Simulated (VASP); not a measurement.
Set up this calculation in VASP 6.6.1, as the native input.

| Item | Value |
| --- | --- |
| Task | single point |
| Functional | LDA |
| Potentials or basis | VASP PAW LDA potentials, release 64 (Ga_d, As) |
| Cutoff | 520 eV |
| k mesh | 12 × 12 × 12 |
| Occupations | gaussian, width 0.01 eV |
| Spin | no spin polarisation |
| Dipole correction | no |
| Further INCAR settings | ALGO = Normal; EDIFF = 1e-06; NBANDS = 16 |

The structure of GaAs lies in POSCAR:

```
GaAs
1.0
    0.0000000000      2.8015748656      2.8015748656
    2.8015748656      0.0000000000      2.8015748656
    2.8015748656      2.8015748656      0.0000000000
Ga As
1 1
Direct
    0.0000000000      0.0000000000      0.0000000000
    0.7500000000      0.7500000000      0.7500000000
```

One way to write it, as run:

INCAR

```
PREC = Accurate
ENCUT = 520
EDIFF = 1E-6
ISMEAR = 0
SIGMA = 0.01
LREAL = False
LASPH = True
NELM = 60
ALGO = Normal
ISIF = 2
LWAVE = False
LCHARG = True
LELF = True
LVHAR = True
NBANDS = 16
```

KPOINTS

```
Automatic mesh
0
Gamma
  12 12 12
```

Potentials or basis: VASP PAW LDA potentials, release 64 (Ga_d, As).

Command:

```sh
$ cat potpaw_LDA.64/Ga_d/POTCAR potpaw_LDA.64/As/POTCAR > POTCAR
$ mpirun -np 1 vasp_std > vasp.out
```

Results of the run:

| Item | Value |
| --- | --- |
| Pressure | 0.3 GPa |
| Band gap on the k mesh | 0.54 eV, direct |

Wall time 24 s on 1 thread of AMD EPYC 9R45 96-Core Processor (Zen 5), on a shared host, peak memory 0.16 GiB.
